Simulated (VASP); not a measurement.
Set up this calculation in VASP 6.6.1, as the native input.

```
Task                   : single point
Functional             : PBEsol
Potentials or basis    : VASP PAW PBE potentials, release 64 (Sn_d, O)
Cutoff                 : 520 eV
k mesh                 : 8 × 8 × 8
Occupations            : gaussian, width 0.01 eV
Spin                   : no spin polarisation
Dipole correction      : no
Further INCAR settings : ALGO = Normal; EDIFF = 1e-06; NBANDS = 35
```

The structure of SnO2 lies in POSCAR:

```
SnO2
1.0
   -1.9866449263      1.9866449263      5.0892907174
    1.9866449263     -1.9866449263      5.0892907174
    1.9866449263      1.9866449263     -5.0892907174
Sn O
2 4
Direct
    0.7500000000      0.2500000000      0.5000000000
    0.0000000000      0.0000000000      0.0000000000
    0.7965225900      0.7965225900      0.0000000000
    0.9534774100      0.4534774100      0.5000000000
    0.2034774100      0.2034774100      0.0000000000
    0.5465225900      0.0465225900      0.5000000000
```

One way to write it, as run:

INCAR

```
PREC = Accurate ; ENCUT = 520
EDIFF = 1E-6 ; ISMEAR = 0
SIGMA = 0.01 ; LREAL = False
LASPH = True ; NELM = 100
ALGO = Normal ; ISIF = 2
LWAVE = False ; LCHARG = False
GGA = PS ; NBANDS = 35
```

KPOINTS

```
Automatic mesh
0
Gamma
  8 8 8
```

Potentials or basis: VASP PAW PBE potentials, release 64 (Sn_d, O).

Launch:

```sh
$ cat potpaw_PBE.64/Sn_d/POTCAR potpaw_PBE.64/O/POTCAR > POTCAR
$ mpirun -np 1 vasp_std > vasp.out
```

It gave:

```
Pressure               : 5.1 GPa
Largest force          : 0.069 eV/Å
Band gap on the k mesh : 1.77 eV (least direct gap 2.17 eV)
```

Caveat: the cell stands under pressure; the PAW data sets were made with another functional, which shifts forces and pressure a little; spin-orbit coupling is left out, which moves the levels of the heavy elements.

It took 2.5 min on 1 thread of Intel(R) Xeon(R) 6975P-C (Granite Rapids), on a shared host, peak memory 0.39 GiB.
